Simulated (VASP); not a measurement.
## CdS3: single point with PBE

Crystal: CdS3.

```
CELL_PARAMETERS angstrom
6.40760 0.00000 0.00000
-3.20380 5.54914 0.00000
0.00000 0.00000 4.82971
ATOMIC_POSITIONS crystal
Cd 0.33333 0.66667 0.75000
Cd 0.66667 0.33333 0.25000
S 0.17982 0.35964 0.25000
S 0.64036 0.82018 0.25000
S 0.17982 0.82018 0.25000
S 0.82018 0.64036 0.75000
S 0.35964 0.17982 0.75000
S 0.82018 0.17982 0.75000
```

* Program: VASP 6.6.1
* Task: single point
* Functional: PBE
* Potentials or basis: VASP PAW PBE potentials, release 64 (Cd, S)
* Cutoff: 500 eV
* k mesh: 3 × 3 × 4
* Occupations: gaussian, width 0.1 eV
* Spin: no spin polarisation

The pressure is -6.7 GPa and the largest force is 0.418 eV/Å. The band gap on the k mesh is zero (band 30 reaches 3.75 eV, above the bottom of band 31 at 3.03 eV).

Forces on the atoms (eV/Å):
```
Cd   0.000  0.000  0.000
Cd   0.000  0.000  0.000
S    0.000  0.418  0.000
S   -0.362 -0.209  0.000
S    0.362 -0.209  0.000
S    0.000 -0.418  0.000
S    0.362  0.209  0.000
S   -0.362  0.209  0.000
```

Stress tensor (GPa, compression positive):
```
-6.43  0.00  0.00
 0.00 -6.43  0.00
 0.00  0.00 -7.24
```

Levels at points of the mesh, in eV from the Fermi level:
```tsv
k point	band 28	band 29	band 30	band 31	band 32	band 33
(0.00, 0.00, 0.00)	-0.57	-0.57	0.28	0.37	0.37	0.43
(0.00, 0.00, 0.50)	-0.14	-0.14	-0.14	0.61	0.61	0.61
```

It took 32 s on 1 thread of Intel(R) Xeon(R) 6975P-C (Granite Rapids), on a shared host, peak memory 0.27 GiB.

Caveat: the k points lie up to 0.38 Å⁻¹ apart.
